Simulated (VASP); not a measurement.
# Cr (I4_1/amd) in VASP: a series of runs

Runs on Cr. Level: PBE. Tasks: single point.

Program: VASP 6.6.1. These are calculated values, not measurements. Logs are shortened: lines on timing, memory, paths and dates and some standing lists are left out, and cuts for length are marked.

## (1) The cell of the first run

The structure is tetragonal, space group I4_1/amd (No. 141). The conventional cell has a = 3.819 Å, b = 3.819 Å, c = 2.034 Å, α = 90.00°, β = 90.00°, γ = 90.00°. Cr (site symmetry -4m2) has 10 Cr at 1.98 to 2.44 Å within 2.6 Å.

## (2) Single point, PBE, collinear spin, ferromagnetic start

File INCAR:

```
SYSTEM = Cr
  PREC = Accurate
  ENCUT = 600
  EDIFF = 1E-6
  ISMEAR = -1
  SIGMA = 0.1
  LREAL = .False.
  LASPH = .True.
  NELM = 200
  ALGO = Normal
  ISIF = 2
  LWAVE = .False.
  LCHARG = .False.
  ISPIN = 2
  MAGMOM = 2 2
  LORBIT = 11
  LMAXMIX = 4
  GGA = PE
  NBANDS = 25
  GGA_COMPAT = .False.
```

File KPOINTS:

```
Automatic mesh
0
Gamma
  17 17 17
  0 0 0
```

File POSCAR:

```
Cr
1.0
   -1.9093486050      1.9093486050      1.0170251710
    1.9093486050     -1.9093486050      1.0170251710
    1.9093486050      1.9093486050     -1.0170251710
Cr
2
Direct
   -0.3750000000     -0.1250000000     -0.2500000000
    0.3750000000      0.1250000000      0.2500000000
```

Potentials or basis: VASP PAW PBE potentials, release 64 (Cr_sv).

Command:

```bash
$ cat potpaw_PBE.64/Cr_sv/POTCAR > POTCAR
$ mpirun -np 1 vasp_std > vasp.out
```

OUTCAR:

```text
SYSTEM = Cr
   PREC = Accurate
   ENCUT = 600
   EDIFF = 1E-6
   ISMEAR = -1
   LREAL = .False.
   LASPH = .True.
   NELM = 200
   ISIF = 2
   ISPIN = 2
   LORBIT = 11
   GGA = PE

 ion  position               nearest neighbor table
   1  0.625  0.875  0.750-   2 1.98   2 1.98   2 1.98   2 1.98   2 2.44   2 2.44   2 2.44   2 2.44

   2  0.375  0.125  0.250-   1 1.98   1 1.98   1 1.98   1 1.98   1 2.44   1 2.44   1 2.44   1 2.44

  LATTYP: Found a body centered tetragonal cell.
 ALAT       =     3.8186972100
 C/A-ratio  =     0.5326555708

  Lattice vectors:

 A1 = (  -1.9093486050,   1.9093486050,   1.0170251710)
 A2 = (   1.9093486050,  -1.9093486050,   1.0170251710)
 A3 = (   1.9093486050,   1.9093486050,  -1.0170251710)

Analysis of symmetry for initial positions (statically):
=====================================================================
 Subroutine PRICEL returns:
 Original cell was already a primitive cell.

 Routine SETGRP: Setting up the symmetry group for a
 body centered tetragonal supercell.

 Subroutine GETGRP returns: Found 16 space group operations
 (whereof  4 operations were pure point group operations)
 out of a pool of 16 trial point group operations.

The static configuration has the point symmetry C_2h.
 The point group associated with its full space group is D_4h.

Analysis of symmetry for dynamics (positions and initial velocities):
=====================================================================
 Subroutine PRICEL returns:
 Original cell was already a primitive cell.

 Routine SETGRP: Setting up the symmetry group for a
 body centered tetragonal supercell.

 Subroutine GETGRP returns: Found 16 space group operations
 (whereof  4 operations were pure point group operations)
 out of a pool of 16 trial point group operations.

The dynamic configuration has the point symmetry C_2h.
 The point group associated with its full space group is D_4h.

Analysis of structural, dynamic, and magnetic symmetry:
=====================================================================
 Subroutine PRICEL returns:
 Original cell was already a primitive cell.

 Routine SETGRP: Setting up the symmetry group for a
 body centered tetragonal supercell.

 Subroutine GETGRP returns: Found 16 space group operations
 (whereof  4 operations were pure point group operations)
 out of a pool of 16 trial point group operations.

The overall configuration has the point symmetry C_2h.
 The point group associated with its full space group is D_4h.

 Subroutine INISYM returns: Found 16 space group operations
 (whereof  4 operations are pure point group operations),
 and found     1 'primitive' translations

----------------------------------------------------------------------------------------

                                     Primitive cell

  volume of cell :      14.8307

  direct lattice vectors                    reciprocal lattice vectors
    -1.909348605  1.909348605  1.017025171     0.000000000  0.261869414  0.491629917
     1.909348605 -1.909348605  1.017025171     0.261869414  0.000000000  0.491629917
     1.909348605  1.909348605 -1.017025171     0.261869414  0.261869414  0.000000000

  length of vectors
     2.885405412  2.885405412  2.885405412     0.557023846  0.557023846  0.370339277

  position of ions in fractional coordinates (direct lattice)
     0.625000000  0.875000000  0.750000000
     0.375000000  0.125000000  0.250000000

  ion indices of the primitive-cell ions
   primitive index   ion index
                 1           1
                 2           2

----------------------------------------------------------------------------------------

 KPOINTS: Automatic mesh

Automatic generation of k-mesh.
 Grid dimensions read from file:
 generate k-points for:   17   17   17

 Generating k-lattice:

  Cartesian coordinates                     Fractional coordinates (reciprocal lattice)
     0.000000000  0.015404083  0.028919407     0.058823529  0.000000000  0.000000000
     0.015404083  0.000000000  0.028919407     0.000000000  0.058823529  0.000000000
     0.015404083  0.015404083  0.000000000     0.000000000  0.000000000  0.058823529

  Length of vectors
     0.032766109  0.032766109  0.021784663

  Shift w.r.t. Gamma in fractional coordinates (k-lattice)
     0.000000000  0.000000000  0.000000000

 Subroutine IBZKPT returns following result:
 ===========================================

 Found    405 irreducible k-points:

 Following reciprocal coordinates:
            Coordinates               Weight
  0.000000  0.000000  0.000000      1.000000
  0.058824  0.000000 -0.000000      8.000000
  0.117647  0.000000  0.000000      8.000000
  0.176471  0.000000  0.000000      8.000000
  0.235294  0.000000  0.000000      8.000000
  0.294118  0.000000  0.000000      8.000000
[... 16 lines left out ...]
 -0.176471  0.058824 -0.000000     16.000000
 -0.117647  0.058824 -0.000000     16.000000
 [... further k-points ...]
   k-points           NKPTS =    405   k-points in BZ     NKDIM =    405   number of bands    NBANDS=     25
   number of dos      NEDOS =    301   number of ions     NIONS =      2
   total plane-waves  NPLWV =  13824
   dimension x,y,z NGX =    24 NGY =   24 NGZ =   24
   dimension x,y,z NGXF=    48 NGYF=   48 NGZF=   48
   ions per type =               2
   NGX,Y,Z   is equivalent  to a cutoff of  13.83, 13.83, 13.83 a.u.
   NGXF,Y,Z  is equivalent  to a cutoff of  27.66, 27.66, 27.66 a.u.
 SYSTEM =  Cr
   PREC   = accura    normal or accurate (medium, high low for compatibility)
   ISTART =      0    job   : 0-new  1-cont  2-samecut
   ICHARG =      2    charge: 1-file 2-atom 10-const
   ISPIN  =      2    spin polarized calculation?
   LNONCOLLINEAR =      F non collinear calculations
   LSORBIT =      F    spin-orbit coupling
   LASPH  =      T    aspherical Exc in radial PAW
   ENCUT  =  600.0 eV  44.10 Ry    6.64 a.u.   5.76  5.76  5.76*2*pi/ulx,y,z
   NELM   =    200;   NELMIN=  2; NELMDL= -5     # of ELM steps
   EDIFF  = 0.1E-05   stopping-criterion for ELM
   LREAL  =      F    real-space projection
   EDIFFG = 0.1E-04   stopping-criterion for IOM
   NSW    =      0    number of steps for IOM
   IBRION =     -1    ionic relax: 0-MD 1-quasi-New 2-CG
   NFREE  =      0    steps in history (QN), initial steepest desc. (CG)
   ISIF   =      2    stress and relaxation
   ISYM   =      2    0-nonsym 1-usesym 2-fastsym
   POTIM  = 0.5000    time-step for ionic-motion
   TEBEG  =    0.0;   TEEND  =   0.0 temperature during run
   PSTRESS=    0.0 pullay stress
   NELECT =      28.0000    total number of electrons
   NUPDOWN=      -1.0000    fix difference up-down
   EMIN   =  10.00;   EMAX   =-10.00  energy-range for DOS
   EFERMI =   0.00;   METHOD = LEGACY
   ISMEAR =    -1;   SIGMA  =   0.10  broadening in eV -4-tet -1-fermi 0-gaus
   EFERMI_NEDOS =   21; number of points for ismear=-14 and -15
   IALGO  =     38    algorithm
   IMIX   =      4    mixing-type and parameters
     AMIX     =   0.40;   BMIX     =  1.00
     AMIX_MAG =   1.60;   BMIX_MAG =  1.00
  volume/ion in A,a.u.               =       7.42        50.04
  Fermi-wavevector in a.u.,A,eV,Ry     =   2.023361  3.823599 55.702133  4.093991
  Thomas-Fermi vector in A             =   3.033127
   LORBIT       =     11    0 simple, 1 ext, 2 COOP (PROOUT), +10 PAW based schemes
   GGA     = PE    functional components
   LHFCALC =     F    Hartree Fock is set to
   AEXX    =    0.0000 exact exchange contribution
   IVDW    =     0    specifies the selected vdW correction
   LEPSILON=     F    determine dielectric tensor
   LRPA    =     F    only Hartree local field effects (RPA)
 spin polarized calculation
  energy-cutoff  :      600.00
  volume of cell :       14.83
 maximum number of plane-waves:       507
   NGX = 11   NGY = 11   NGZ = 11

 number of electron      27.9999986 magnetization      -0.0002240

 number of electron      27.9999986 magnetization       0.0000667

 Free energy of the ion-electron system (eV)
  ---------------------------------------------------
  ext. energy  EPLUGINS =         0.00000000
  ---------------------------------------------------
  free energy    TOTEN  =       -11.96623583 eV

  energy without entropy =      -11.92131552  energy(sigma->0) =      -11.94377568

 E-fermi :  23.4160     XC(G=0): -16.4289

 val. band max:       23.4148567698   @ k =   0.1765   0.1176   0.0588
 cond. band min:      23.4183401725   @ k =  -0.1765  -0.2353   0.1765
 fundamental gap:      0.0034834027
 Fermi energy:        23.4159705699

 spin component 1

 k-point     1 :       0.0000    0.0000    0.0000
  band No.  band energies     occupation
      1     -49.6043      1.00000
      2     -47.7004      1.00000
      3     -21.5913      1.00000
      4     -21.5913      1.00000
      5     -18.3564      1.00000
      6     -18.3285      1.00000
[... 17 lines left out ...]
     24      49.2776      0.00000
     25      51.9817      0.00000
[... 621 lines left out ...]
      3     -21.5724      1.00000
      4     -21.4665      1.00000
      5     -18.6181      1.00000
      6     -18.4597      1.00000
[... 17 lines left out ...]
     24      49.4340      0.00000
     25      51.9363      0.00000

 [... further k-points ...]

 spin component 2

 k-point     1 :       0.0000    0.0000    0.0000
  band No.  band energies     occupation
      1     -49.6042      1.00000
      2     -47.7004      1.00000
      3     -21.5913      1.00000
      4     -21.5913      1.00000
      5     -18.3564      1.00000
      6     -18.3284      1.00000
[... 17 lines left out ...]
     24      49.2777      0.00000
     25      51.9816      0.00000
[... 621 lines left out ...]
      3     -21.5724      1.00000
      4     -21.4665      1.00000
      5     -18.6180      1.00000
      6     -18.4597      1.00000
[... 17 lines left out ...]
     24      49.4342      0.00000
     25      51.9374      0.00000

 [... further k-points ...]
[... 5 lines left out ...]
  --------------------------------------------------------------------------------------
  -------------------------------------------------------------------------------------
  Total       26.3234154     26.3234154     26.3456410      0.0000000      0.0000000     -0.0000000
  in kB     2843.7451244   2843.7451244   2846.1461843      0.0000000      0.0000000     -0.0000000
  external PRESSURE =    2844.5454777 kB  Pullay stress =       0.0000000 kB

 VOLUME and BASIS-vectors are now :
 -----------------------------------------------------------------------------
  energy-cutoff  :      600.00
  volume of cell :       14.83
      direct lattice vectors                 reciprocal lattice vectors
    -1.909348605  1.909348605  1.017025171     0.000000000  0.261869414  0.491629917
     1.909348605 -1.909348605  1.017025171     0.261869414  0.000000000  0.491629917
     1.909348605  1.909348605 -1.017025171     0.261869414  0.261869414  0.000000000

 POSITION                                       TOTAL-FORCE (eV/Angst)
 -----------------------------------------------------------------------------------
      1.90935      0.95467      0.76277         0.000000     -0.000000      0.000000
      0.00000      0.95467      0.25426        -0.000000      0.000000     -0.000000
 -----------------------------------------------------------------------------------
    total drift:                               -0.000000      0.000000      0.000000

  FREE ENERGIE OF THE ION-ELECTRON SYSTEM (eV)
  ---------------------------------------------------
  free  energy   TOTEN  =       -11.9662358348 eV

  energy  without entropy=      -11.9213155240  energy(sigma->0) =      -11.94377568

 total charge

# of ion       s       p       d       tot
------------------------------------------
    1        2.286   6.073   4.306  12.665
    2        2.286   6.073   4.306  12.665
--------------------------------------------------
tot          4.572  12.145   8.613  25.329

 magnetization (x)

# of ion       s       p       d       tot
------------------------------------------
    1        0.000  -0.000  -0.000  -0.000
    2        0.000  -0.000  -0.000  -0.000
--------------------------------------------------
tot          0.000  -0.000  -0.000  -0.000
```

Run time: 2.4 min. Hardware: 1 thread of Intel Xeon 6975P-C (Granite Rapids), shared host; peak memory 0.34 GiB.

Results:

* Free energy: -11.9662 eV
* Pressure: 284.5 GPa
* Band gap on the k mesh: zero (filled and empty bands overlap)
* Net moment: 0.00 μB per cell
* Valence electrons inside the program's atomic spheres: Cr 12.66

Caveat: the cell stands under pressure.

## (3) Single point, PBE, collinear spin, ferromagnetic start

This run uses another cell than the first one, of 8.65 Å³/atom.

File INCAR:

```
  PREC = Accurate
  ENCUT = 520
  EDIFF = 1E-7
  ISMEAR = -1
  SIGMA = 0.1
  LREAL = False
  LASPH = True
  NELM = 150
  ALGO = Normal
  ISIF = 2
  LWAVE = False
  LCHARG = False
  ISPIN = 2
  MAGMOM = 2 2
  LORBIT = 11
  LMAXMIX = 4
  GGA = PE
  NBANDS = 23
```

File KPOINTS:

```
regular mesh
0
Gamma
  17 17 17
```

File POSCAR:

```
Cr
1.0
   -2.0053215549      2.0053215549      1.0756745754
    2.0053215549     -2.0053215549      1.0756745754
    2.0053215549      2.0053215549     -1.0756745754
Cr
2
Direct
   -0.3750000000     -0.1250000000     -0.2500000000
    0.3750000000      0.1250000000      0.2500000000
```

Potentials or basis: VASP PAW PBE potentials, release 64 (Cr_pv).

Command:

```bash
$ cat potpaw_PBE.64/Cr_pv/POTCAR > POTCAR
$ mpirun -np 1 vasp_std > vasp.out
```

It took 1.8 min on 1 thread of Intel Xeon 6975P-C (Granite Rapids), shared host; peak memory 0.32 GiB.

It converged, with:

- Free energy: -15.0167 eV
- Pressure: 152.9 GPa
- Band gap on the k mesh: zero (filled and empty bands overlap)
- Net moment: 0.00 μB per cell

Stress tensor (GPa, compression positive):
```
153.24   0.00   0.00
  0.00 153.24   0.00
  0.00   0.00 152.30
```

Levels at points of the mesh, in eV from the Fermi level:
Spin up:
| k point | band 9 | band 10 | band 11 | band 12 | band 13 | band 14 | band 15 | band 16 |
| --- | --- | --- | --- | --- | --- | --- | --- | --- |
| (0.00, 0.00, 0.00) | -4.44 | -3.67 | -3.01 | 1.52 | 1.52 | 1.59 | 1.59 | 3.93 |
Spin down:
```csv
k point,band 10,band 11,band 12,band 13,band 14,band 15
"(0.00, 0.00, 0.00)",-3.67,-3.01,1.52,1.52,1.59,1.59
```

Caveat: the cell stands under pressure; an empty level that is flat over the whole mesh can mark a ghost state of the potentials, or a narrow d or f band.

## (4) Single point, PBE, collinear spin, ferromagnetic start (8.65 Å³/atom)

This run uses another cell than the first one, of 8.65 Å³/atom.

File INCAR:

```
ALGO = Normal
EDIFF = 1E-6
ENCUT = 520
GGA = PE
ISIF = 2
ISMEAR = -1
ISPIN = 2
LASPH = T
LCHARG = F
LMAXMIX = 4
LORBIT = 11
LREAL = F
LWAVE = F
MAGMOM = 2 2
NBANDS = 23
NELM = 150
PREC = Accurate
SIGMA = 0.1
```

File KPOINTS:

```
k-points
0
Gamma
  17 17 17
```

File POSCAR:

```
Cr
1.0
   -2.0053215548      2.0053215548      1.0756745754
    2.0053215548     -2.0053215548      1.0756745754
    2.0053215548      2.0053215548     -1.0756745754
Cr
2
Direct
   -0.3750000000     -0.1250000000     -0.2500000000
    0.3750000000      0.1250000000      0.2500000000
```

Potentials or basis: VASP PAW PBE potentials, release 64 (Cr_pv).

Command:

```bash
$ cat potpaw_PBE.64/Cr_pv/POTCAR > POTCAR
$ mpirun -np 1 vasp_std > vasp.out
```

OUTCAR:

```text
EDIFF = 1E-6
   ENCUT = 520
   GGA = PE
   ISIF = 2
   ISMEAR = -1
   ISPIN = 2
   LASPH = T
   LORBIT = 11
   LREAL = F
   NELM = 150
   PREC = Accurate

 ion  position               nearest neighbor table
   1  0.625  0.875  0.750-   2 2.08   2 2.08   2 2.08   2 2.08   2 2.57   2 2.57   2 2.57   2 2.57

   2  0.375  0.125  0.250-   1 2.08   1 2.08   1 2.08   1 2.08   1 2.57   1 2.57   1 2.57   1 2.57

  LATTYP: Found a body centered tetragonal cell.
 ALAT       =     4.0106431096
 C/A-ratio  =     0.5364100200

  Lattice vectors:

 A1 = (  -2.0053215548,   2.0053215548,   1.0756745754)
 A2 = (   2.0053215548,  -2.0053215548,   1.0756745754)
 A3 = (   2.0053215548,   2.0053215548,  -1.0756745754)

Analysis of symmetry for initial positions (statically):
=====================================================================
 Subroutine PRICEL returns:
 Original cell was already a primitive cell.

 Routine SETGRP: Setting up the symmetry group for a
 body centered tetragonal supercell.

 Subroutine GETGRP returns: Found 16 space group operations
 (whereof  4 operations were pure point group operations)
[... 821 lines left out ...]
      1     -28.4011      1.00000
      2     -28.4011      1.00000
      3     -26.2351      1.00000
      4     -26.2129      1.00000
      5     -26.1526      1.00000
      6     -26.1526      1.00000
[... 613 lines left out ...]
     22      34.2811      0.00000
     23      39.2148      0.00000

 [... further k-points ...]
[... 5 lines left out ...]
  --------------------------------------------------------------------------------------
  -------------------------------------------------------------------------------------
  Total       16.5493562     16.5493562     16.4479129     -0.0000000      0.0000000      0.0000000
  in kB     1532.4374180   1532.4374180   1523.0439720     -0.0000000      0.0000000      0.0000000
  external PRESSURE =    1529.3062694 kB  Pullay stress =       0.0000000 kB

 VOLUME and BASIS-vectors are now :
 -----------------------------------------------------------------------------
  energy-cutoff  :      520.00
  volume of cell :       17.30
      direct lattice vectors                 reciprocal lattice vectors
    -2.005321555  2.005321555  1.075674575     0.000000000  0.249336571  0.464824596
     2.005321555 -2.005321555  1.075674575     0.249336571  0.000000000  0.464824596
     2.005321555  2.005321555 -1.075674575     0.249336571  0.249336571  0.000000000

 POSITION                                       TOTAL-FORCE (eV/Angst)
 -----------------------------------------------------------------------------------
      2.00532      1.00266      0.80676         0.000000      0.000000     -0.000000
      0.00000      1.00266      0.26892        -0.000000     -0.000000      0.000000
 -----------------------------------------------------------------------------------
    total drift:                               -0.000000      0.000000      0.000000

  FREE ENERGIE OF THE ION-ELECTRON SYSTEM (eV)
  ---------------------------------------------------
  free  energy   TOTEN  =       -15.0167265337 eV

  energy  without entropy=      -14.9612187059  energy(sigma->0) =      -14.98897262

 total charge

# of ion       s       p       d       tot
------------------------------------------
    1        0.541   6.531   4.948  12.020
    2        0.541   6.531   4.948  12.020
--------------------------------------------------
tot          1.081  13.063   9.897  24.041

 magnetization (x)

# of ion       s       p       d       tot
------------------------------------------
    1       -0.000  -0.000   0.000   0.000
    2       -0.000  -0.000   0.000   0.000
--------------------------------------------------
tot         -0.000  -0.000   0.000   0.000
```

stdout:

```text
POSCAR found type information on POSCAR Cr
 POSCAR found :  1 types and       2 ions
 scaLAPACK will be used
 LDA part: xc-table for (Slater+PW92), standard interpolation
 POSCAR, INCAR and KPOINTS ok, starting setup
 FFT: planning ... GRIDC
 FFT: planning ... GRID_SOFT
 FFT: planning ... GRID
 WAVECAR not read
 entering main loop
```

Run time: 98 s. Hardware: 1 thread of Intel Xeon 6975P-C (Granite Rapids), shared host; peak memory 0.32 GiB.

Results:

```
Free energy            : -15.0167 eV
Pressure               : 152.9 GPa
Band gap on the k mesh : zero (filled and empty bands overlap)
Net moment             : 0.00 μB per cell
```

Caveat: the cell stands under pressure; an empty level that is flat over the whole mesh can mark a ghost state of the potentials, or a narrow d or f band.

[end of part 1 of 2]
